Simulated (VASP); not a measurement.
# PtSe2 (P-3m1) in VASP: notebook

Runs on PtSe2. Level: LDA+U. Tasks: single point.

Program: VASP 6.6.1. These are calculated values, not measurements. Logs are shortened: lines on timing, memory, paths and dates and some standing lists are left out, and cuts for length are marked.

### 1 The cell of the first run

Symmetry: P-3m1, No. 164, trigonal system. Conventional cell: a = 3.724 Å, b = 3.724 Å, c = 5.062 Å, α = 90.00°, β = 90.00°, γ = 120.00°. Pt (site symmetry -3m) has 6 Se at 2.49 Å within 3.3 Å. Within 3.3 Å of Se (site symmetry 3m) lie 3 Pt at 2.49 Å.

### 2 Single point, LDA+U, collinear spin, zero start

Input file INCAR:

```
SYSTEM = PtSe2
PREC = Accurate
ENCUT = 520
EDIFF = 1E-6
ISMEAR = 0
SIGMA = 0.05
LREAL = .False.
LASPH = .True.
NELM = 150
ALGO = Normal
ISIF = 2
LWAVE = .False.
LCHARG = .False.
ISPIN = 2
MAGMOM = 0 0 0 0 0 0
LORBIT = 11
LMAXMIX = 4
LDAU = .True.
LDAUTYPE = 2
LDAUL = 2 -1
LDAUU = 1 0
LDAUJ = 0 0
LDAUPRINT = 1
GGA = CA
NBANDS = 35
```

Input file KPOINTS:

```
Automatic mesh
0
Gamma
  6 6 2
  0 0 0
```

Input file POSCAR:

```
PtSe2
1.0
    3.7240002900      0.0000000000      0.0000000000
   -1.8620001500      3.2250788600      0.0000000000
    0.0000000000      0.0000000000     10.1239991600
Pt Se
2 4
Direct
    0.0000000000      0.0000000000      0.0000000000
    0.0000000000      0.0000000000      0.5000000000
    0.3333333333      0.6666666667      0.1250000000
    0.6666666667      0.3333333333      0.3750000000
    0.3333333333      0.6666666667      0.6250000000
    0.6666666667      0.3333333333      0.8750000000
```

Potentials or basis: VASP PAW LDA potentials, release 64 (Pt, Se).

Started as:

```sh
$ cat potpaw_LDA.64/Pt/POTCAR potpaw_LDA.64/Se/POTCAR > POTCAR
$ mpirun -np 1 vasp_std > vasp.out
```

OUTCAR:

```text
SYSTEM = PtSe2
   PREC = Accurate
   ENCUT = 520
   EDIFF = 1E-6
   ISMEAR = 0
   LREAL = .False.
   LASPH = .True.
   NELM = 150
   ISIF = 2
   ISPIN = 2
   LORBIT = 11
   GGA = CA

 ion  position               nearest neighbor table
   1  0.000  0.000  0.000-   6 2.49   3 2.49   6 2.49   3 2.49   6 2.49   3 2.49
   2  0.000  0.000  0.500-   4 2.49   5 2.49   5 2.49   4 2.49   4 2.49   5 2.49
   3  0.333  0.667  0.125-   1 2.49   1 2.49   1 2.49
   4  0.667  0.333  0.375-   2 2.49   2 2.49   2 2.49
   5  0.333  0.667  0.625-   2 2.49   2 2.49   2 2.49
   6  0.667  0.333  0.875-   1 2.49   1 2.49   1 2.49

  LATTYP: Found a hexagonal cell.
 ALAT       =     3.7240002900
 C/A-ratio  =     2.7185817324

  Lattice vectors:

 A1 = (   3.7240002900,   0.0000000000,   0.0000000000)
 A2 = (  -1.8620001500,   3.2250788600,   0.0000000000)
 A3 = (   0.0000000000,   0.0000000000,  10.1239991600)

Analysis of symmetry for initial positions (statically):
=====================================================================
 Subroutine PRICEL returns following result:

  LATTYP: Found a hexagonal cell.
 ALAT       =     3.7240002900
 C/A-ratio  =     1.3592908662
[... 12 lines left out ...]
 Subroutine GETGRP returns: Found 12 space group operations
 (whereof 12 operations were pure point group operations)
 out of a pool of 24 trial point group operations.

The static configuration has the point symmetry D_3d.

Analysis of symmetry for dynamics (positions and initial velocities):
=====================================================================
 Subroutine PRICEL returns following result:

  LATTYP: Found a hexagonal cell.
 ALAT       =     3.7240002900
 C/A-ratio  =     1.3592908662
[... 12 lines left out ...]
 Subroutine GETGRP returns: Found 12 space group operations
 (whereof 12 operations were pure point group operations)
 out of a pool of 24 trial point group operations.

The dynamic configuration has the point symmetry D_3d.

Analysis of structural, dynamic, and magnetic symmetry:
=====================================================================
 Subroutine PRICEL returns following result:

  LATTYP: Found a hexagonal cell.
 ALAT       =     3.7240002900
 C/A-ratio  =     1.3592908662
[... 12 lines left out ...]
 Subroutine GETGRP returns: Found 12 space group operations
 (whereof 12 operations were pure point group operations)
 out of a pool of 24 trial point group operations.

The overall configuration has the point symmetry D_3d.

 Subroutine INISYM returns: Found 12 space group operations
 (whereof 12 operations are pure point group operations),
 and found     2 'primitive' translations

----------------------------------------------------------------------------------------

                                     Primitive cell

  volume of cell :      60.7956

  direct lattice vectors                    reciprocal lattice vectors
     3.724000290  0.000000000  0.000000000     0.268528443  0.155034969  0.000000000
    -1.862000150  3.225078860  0.000000000     0.000000000  0.310069937  0.000000000
     0.000000000  0.000000000  5.061999580     0.000000000  0.000000000  0.197550392

  length of vectors
     3.724000290  3.724000297  5.061999580     0.310069938  0.310069937  0.197550392

  position of ions in fractional coordinates (direct lattice)
     0.000000000  0.000000000  0.000000000
     0.333333333  0.666666667  0.250000000
     0.666666667  0.333333333  0.750000000

  ion indices of the primitive-cell ions
   primitive index   ion index
                 1           1
                 2           3
                 3           6

----------------------------------------------------------------------------------------

 KPOINTS: Automatic mesh

Automatic generation of k-mesh.
 Grid dimensions read from file:
 generate k-points for:    6    6    2

 Generating k-lattice:

  Cartesian coordinates                     Fractional coordinates (reciprocal lattice)
[... 85 lines left out ...]
 Gauss-broadening in eV      SIGMA  =   0.05
  energy-cutoff  :      520.00
  volume of cell :      121.59
 maximum number of plane-waves:      3306
 NGX is ok and might be reduce to    28
   NGX = 13   NGY = 13   NGZ = 37

 number of electron      43.9999996 magnetization      -0.0000073

atom =   1  type =  1  l = 2

 onsite density matrix

spin component  1

  0.8267  0.0000  0.0000  0.0959  0.0000
  0.0000  0.7712  0.0000 -0.0000  0.0959
  0.0000  0.0000  0.8947  0.0000  0.0000
  0.0959 -0.0000  0.0000  0.7712 -0.0000
  0.0000  0.0959  0.0000 -0.0000  0.8267

spin component  2

  0.8267  0.0000  0.0000  0.0959  0.0000
  0.0000  0.7712  0.0000 -0.0000  0.0959
  0.0000  0.0000  0.8947  0.0000  0.0000
  0.0959 -0.0000  0.0000  0.7712 -0.0000
  0.0000  0.0959  0.0000 -0.0000  0.8267

 occupancies and eigenvectors

  o =  0.6991  v =  0.0000  0.0000  0.0000  0.0000  0.0000  0.5568 -0.3001 -0.0000 -0.7409  0.2255      0.0000  0.0000  0.0000  0.0000  0.0000  0.0000  0.0000  0.0000  0.0000  0.0000
  o =  0.6991  v =  0.0000  0.0000  0.0000  0.0000  0.0000  0.2255  0.7409  0.0000 -0.3001 -0.5568      0.0000  0.0000  0.0000  0.0000  0.0000  0.0000  0.0000  0.0000  0.0000  0.0000
  o =  0.6991  v =  0.5568 -0.3001 -0.0000 -0.7409  0.2255  0.0000  0.0000  0.0000  0.0000  0.0000      0.0000  0.0000  0.0000  0.0000  0.0000  0.0000  0.0000  0.0000  0.0000  0.0000
  o =  0.6991  v =  0.2255  0.7409  0.0000 -0.3001 -0.5568  0.0000  0.0000  0.0000  0.0000  0.0000      0.0000  0.0000  0.0000  0.0000  0.0000  0.0000  0.0000  0.0000  0.0000  0.0000
  o =  0.8947  v =  0.0000  0.0000  0.0000  0.0000  0.0000  0.0000  0.0000 -1.0000  0.0000  0.0000      0.0000  0.0000  0.0000  0.0000  0.0000  0.0000  0.0000  0.0000  0.0000  0.0000
  o =  0.8947  v =  0.0000  0.0000 -1.0000  0.0000  0.0000  0.0000  0.0000  0.0000  0.0000  0.0000      0.0000  0.0000  0.0000  0.0000  0.0000  0.0000  0.0000  0.0000  0.0000  0.0000
  o =  0.8987  v =  0.0000  0.0000  0.0000  0.0000  0.0000  0.7409  0.2255  0.0000  0.5568  0.3001      0.0000  0.0000  0.0000  0.0000  0.0000  0.0000  0.0000  0.0000  0.0000  0.0000
  o =  0.8987  v =  0.0000  0.0000  0.0000  0.0000  0.0000 -0.3001  0.5568  0.0000 -0.2255  0.7409      0.0000  0.0000  0.0000  0.0000  0.0000  0.0000  0.0000  0.0000  0.0000  0.0000
  o =  0.8987  v =  0.7409  0.2255  0.0000  0.5568  0.3001  0.0000  0.0000  0.0000  0.0000  0.0000      0.0000  0.0000  0.0000  0.0000  0.0000  0.0000  0.0000  0.0000  0.0000  0.0000
  o =  0.8987  v = -0.3001  0.5568  0.0000 -0.2255  0.7409  0.0000  0.0000  0.0000  0.0000  0.0000      0.0000  0.0000  0.0000  0.0000  0.0000  0.0000  0.0000  0.0000  0.0000  0.0000

atom =   2  type =  1  l = 2

 onsite density matrix

spin component  1

  0.8267  0.0000  0.0000  0.0959  0.0000
  0.0000  0.7712  0.0000 -0.0000  0.0959
  0.0000  0.0000  0.8947  0.0000  0.0000
  0.0959 -0.0000  0.0000  0.7712 -0.0000
  0.0000  0.0959  0.0000 -0.0000  0.8267

spin component  2

  0.8267  0.0000  0.0000  0.0959  0.0000
  0.0000  0.7712  0.0000 -0.0000  0.0959
  0.0000  0.0000  0.8947  0.0000  0.0000
  0.0959 -0.0000  0.0000  0.7712 -0.0000
  0.0000  0.0959  0.0000 -0.0000  0.8267

 occupancies and eigenvectors

  o =  0.6991  v =  0.0000  0.0000  0.0000  0.0000  0.0000  0.5568 -0.3001 -0.0000 -0.7409  0.2255      0.0000  0.0000  0.0000  0.0000  0.0000  0.0000  0.0000  0.0000  0.0000  0.0000
  o =  0.6991  v =  0.0000  0.0000  0.0000  0.0000  0.0000  0.2255  0.7409  0.0000 -0.3001 -0.5568      0.0000  0.0000  0.0000  0.0000  0.0000  0.0000  0.0000  0.0000  0.0000  0.0000
  o =  0.6991  v =  0.5568 -0.3001 -0.0000 -0.7409  0.2255  0.0000  0.0000  0.0000  0.0000  0.0000      0.0000  0.0000  0.0000  0.0000  0.0000  0.0000  0.0000  0.0000  0.0000  0.0000
  o =  0.6991  v =  0.2255  0.7409  0.0000 -0.3001 -0.5568  0.0000  0.0000  0.0000  0.0000  0.0000      0.0000  0.0000  0.0000  0.0000  0.0000  0.0000  0.0000  0.0000  0.0000  0.0000
  o =  0.8947  v =  0.0000  0.0000  0.0000  0.0000  0.0000  0.0000  0.0000 -1.0000  0.0000  0.0000      0.0000  0.0000  0.0000  0.0000  0.0000  0.0000  0.0000  0.0000  0.0000  0.0000
  o =  0.8947  v =  0.0000  0.0000 -1.0000  0.0000  0.0000  0.0000  0.0000  0.0000  0.0000  0.0000      0.0000  0.0000  0.0000  0.0000  0.0000  0.0000  0.0000  0.0000  0.0000  0.0000
  o =  0.8987  v =  0.0000  0.0000  0.0000  0.0000  0.0000  0.7409  0.2255  0.0000  0.5568  0.3001      0.0000  0.0000  0.0000  0.0000  0.0000  0.0000  0.0000  0.0000  0.0000  0.0000
  o =  0.8987  v =  0.0000  0.0000  0.0000  0.0000  0.0000 -0.3001  0.5568  0.0000 -0.2255  0.7409      0.0000  0.0000  0.0000  0.0000  0.0000  0.0000  0.0000  0.0000  0.0000  0.0000
  o =  0.8987  v =  0.7409  0.2255  0.0000  0.5568  0.3001  0.0000  0.0000  0.0000  0.0000  0.0000      0.0000  0.0000  0.0000  0.0000  0.0000  0.0000  0.0000  0.0000  0.0000  0.0000
  o =  0.8987  v = -0.3001  0.5568  0.0000 -0.2255  0.7409  0.0000  0.0000  0.0000  0.0000  0.0000      0.0000  0.0000  0.0000  0.0000  0.0000  0.0000  0.0000  0.0000  0.0000  0.0000

 number of electron      43.9999996 magnetization       0.0000000

 Free energy of the ion-electron system (eV)
  ---------------------------------------------------
  ext. energy  EPLUGINS =         0.00000000
  ---------------------------------------------------
  free energy    TOTEN  =       -32.69916456 eV

  energy without entropy =      -32.69359177  energy(sigma->0) =      -32.69637817

 E-fermi :   6.4416     XC(G=0): -10.8960

 val. band max:        6.4249042216   @ k =   0.3333   0.3333   0.0000
 cond. band min:       6.4439484809   @ k =   0.1667  -0.0000   0.5000
 fundamental gap:      0.0190442593
 Fermi energy:         6.4416137533

 spin component 1

 k-point     1 :       0.0000    0.0000    0.0000
  band No.  band energies     occupation
      1      -9.2274      1.00000
      2      -8.6488      1.00000
      3      -7.5159      1.00000
      4      -6.4120      1.00000
      5      -0.7882      1.00000
      6      -0.0887      1.00000
[... 507 lines left out ...]
     33      14.7500      0.00000
     34      14.7500      0.00000
 Fermi energy:         6.4416137533

 spin component 2

 k-point     1 :       0.0000    0.0000    0.0000
  band No.  band energies     occupation
      1      -9.2274      1.00000
      2      -8.6488      1.00000
      3      -7.5159      1.00000
      4      -6.4120      1.00000
      5      -0.7882      1.00000
      6      -0.0887      1.00000
[... 507 lines left out ...]
     33      14.7500      0.00000
     34      14.7500      0.00000
 [bands above 34 left out]

------------------------ aborting loop because EDIFF is reached ----------------------------------------

  FORCE on cell =-STRESS in cart. coord.  units (eV):
  Direction    XX          YY          ZZ          XY          YZ          ZX
  --------------------------------------------------------------------------------------
  -------------------------------------------------------------------------------------
  Total       -0.2915877     -0.2915877     -0.9458269      0.0000000      0.0000000      0.0000000
  in kB       -3.8421798     -3.8421798    -12.4629288      0.0000000      0.0000000      0.0000000
  external PRESSURE =      -6.7157628 kB  Pullay stress =       0.0000000 kB

 VOLUME and BASIS-vectors are now :
 -----------------------------------------------------------------------------
  energy-cutoff  :      520.00
  volume of cell :      121.59
      direct lattice vectors                 reciprocal lattice vectors
     3.724000290  0.000000000  0.000000000     0.268528443  0.155034969  0.000000000
    -1.862000150  3.225078860  0.000000000     0.000000000  0.310069937  0.000000000
     0.000000000  0.000000000 10.123999160     0.000000000  0.000000000  0.098775196

 POSITION                                       TOTAL-FORCE (eV/Angst)
 -----------------------------------------------------------------------------------
      0.00000      0.00000      0.00000         0.000000      0.000000      0.000000
      0.00000      0.00000      5.06200         0.000000      0.000000      0.000000
     -0.00000      2.15005      1.26550         0.000000     -0.000000      0.203520
      1.86200      1.07503      3.79650        -0.000000      0.000000     -0.203520
     -0.00000      2.15005      6.32750        -0.000000     -0.000000      0.203520
      1.86200      1.07503      8.85850        -0.000000      0.000000     -0.203520
 -----------------------------------------------------------------------------------
    total drift:                               -0.000000     -0.000000      0.000000

  FREE ENERGIE OF THE ION-ELECTRON SYSTEM (eV)
  ---------------------------------------------------
  free  energy   TOTEN  =       -32.6991645594 eV

  energy  without entropy=      -32.6935917741  energy(sigma->0) =      -32.69637817

 total charge

# of ion       s       p       d       tot
------------------------------------------
    1        0.685   0.711   8.127   9.524
    2        0.685   0.711   8.127   9.524
    3        1.489   2.232   0.069   3.791
    4        1.489   2.232   0.069   3.791
    5        1.489   2.232   0.069   3.791
    6        1.489   2.232   0.069   3.791
--------------------------------------------------
tot          7.328  10.351  16.531  34.210

 magnetization (x)

# of ion       s       p       d       tot
------------------------------------------
    1       -0.000  -0.000   0.000  -0.000
    2       -0.000  -0.000   0.000  -0.000
    3       -0.000  -0.000   0.000  -0.000
    4       -0.000  -0.000   0.000  -0.000
    5       -0.000  -0.000   0.000  -0.000
    6       -0.000  -0.000   0.000  -0.000
--------------------------------------------------
tot         -0.000  -0.000   0.000  -0.000
```

Run time: 67 s. Hardware: 1 thread of Intel Xeon 6975P-C, shared host; peak memory 0.26 GiB.

What came out:

```yaml
Free_energy: -32.6992 eV
Pressure: -0.7 GPa
Largest_force: 0.204 eV/Å
Band_gap_on_the_k_mesh: zero (filled and empty bands overlap)
Net_moment: 0.00 μB per cell
Valence_electrons_inside_the_program's_atomic_spheres: Pt 9.52; Se 3.79
```

Forces on the atoms (eV/Å):
```
Pt   0.000  0.000  0.000
Pt   0.000  0.000  0.000
Se   0.000  0.000  0.204
Se   0.000  0.000 -0.204
Se   0.000  0.000  0.204
Se   0.000  0.000 -0.204
```

Stress tensor (GPa, compression positive):
```
-0.38  0.00  0.00
 0.00 -0.38  0.00
 0.00  0.00 -1.25
```

Eigenvalues of the final occupation matrices:
| site | spin | trace | eigenvalues |
| --- | --- | --- | --- |
| site 1 d | 1 | 4.09 | 0.70 0.70 0.89 0.90 0.90 |
| site 1 d | 2 | 4.09 | 0.70 0.70 0.89 0.90 0.90 |
| site 2 d | 1 | 4.09 | 0.70 0.70 0.89 0.90 0.90 |
| site 2 d | 2 | 4.09 | 0.70 0.70 0.89 0.90 0.90 |

Caveat: spin-orbit coupling is left out, which moves the levels of the heavy elements.

### 3 Single point, LDA+U, collinear spin, zero start

Input file INCAR:

```
  ALGO = Normal
  EDIFF = 1E-6
  ENCUT = 520
  ISIF = 2
  ISMEAR = 0
  ISPIN = 2
  LASPH = True
  LCHARG = False
  LDAU = True
  LDAUJ = 0 0
  LDAUL = 2 -1
  LDAUPRINT = 1
  LDAUTYPE = 2
  LDAUU = 1 0
  LMAXMIX = 4
  LORBIT = 11
  LREAL = False
  LWAVE = False
  MAGMOM = 0 0 0 0 0 0
  NBANDS = 35
  NELM = 150
  PREC = Accurate
  SIGMA = 0.05
```

Input file KPOINTS:

```
k-points
0
Gamma
  6 6 2
```

POSCAR is that of step 2.

Potentials or basis: VASP PAW LDA potentials, release 64 (Pt, Se).

Started as:

```sh
$ cat potpaw_LDA.64/Pt/POTCAR potpaw_LDA.64/Se/POTCAR > POTCAR
$ mpirun -np 1 vasp_std > vasp.out
```

It took 82 s on 1 thread of Intel Xeon 6975P-C, shared host; peak memory 0.26 GiB.

It converged, with:

```
Free energy                                           : -32.6992 eV
Pressure                                              : -0.7 GPa
Largest force                                         : 0.204 eV/Å
Band gap on the k mesh                                : zero (filled and empty bands overlap)
Net moment                                            : 0.00 μB per cell
Valence electrons inside the program's atomic spheres : Pt 9.52; Se 3.79
```

Forces on the atoms (eV/Å):
```
Pt   0.000  0.000  0.000
Pt   0.000  0.000  0.000
Se   0.000  0.000  0.204
Se   0.000  0.000 -0.204
Se   0.000  0.000  0.204
Se   0.000  0.000 -0.204
```

Stress tensor (GPa, compression positive):
```
-0.38  0.00  0.00
 0.00 -0.38  0.00
 0.00  0.00 -1.25
```

Levels at points of the mesh, in eV from the Fermi level:
Spin up:
```csv
k point,band 19,band 20,band 21,band 22,band 23,band 24,band 25,band 26
"(0.00, 0.00, 0.00)",-1.44,-1.00,-1.00,0.45,1.47,1.47,2.32,2.32
"(0.50, 0.00, 0.00)",-3.35,-3.02,-2.78,-1.31,0.64,0.99,1.49,2.37
"(0.00, 0.00, 0.50)",-1.24,-1.24,-0.75,-0.75,1.89,1.89,1.89,1.89
"(0.50, 0.00, 0.50)",-3.15,-3.15,-2.21,-2.21,1.37,1.37,1.65,1.65
```
Spin down:
| k point | band 18 | band 19 | band 20 | band 21 | band 22 | band 23 | band 24 | band 25 | band 26 | band 27 |
| --- | --- | --- | --- | --- | --- | --- | --- | --- | --- | --- |
| (0.00, 0.00, 0.00) | -1.44 | -1.44 | -1.00 | -1.00 | 0.45 | 1.47 | 1.47 | 2.32 | 2.32 | 3.58 |
| (0.50, 0.00, 0.00) | -3.48 | -3.35 | -3.02 | -2.78 | -1.31 | 0.64 | 0.99 | 1.49 | 2.37 | 4.58 |
| (0.00, 0.00, 0.50) | -1.24 | -1.24 | -1.24 | -0.75 | -0.75 | 1.89 | 1.89 | 1.89 | 1.89 | 4.06 |
| (0.50, 0.00, 0.50) | -3.40 | -3.15 | -3.15 | -2.21 | -2.21 | 1.37 | 1.37 | 1.65 | 1.65 | 3.95 |

Eigenvalues of the final occupation matrices:
```
    site  spin  trace               eigenvalues
site 1 d     1   4.09  0.70 0.70 0.89 0.90 0.90
site 1 d     2   4.09  0.70 0.70 0.89 0.90 0.90
site 2 d     1   4.09  0.70 0.70 0.89 0.90 0.90
site 2 d     2   4.09  0.70 0.70 0.89 0.90 0.90
```

Caveat: spin-orbit coupling is left out, which moves the levels of the heavy elements.
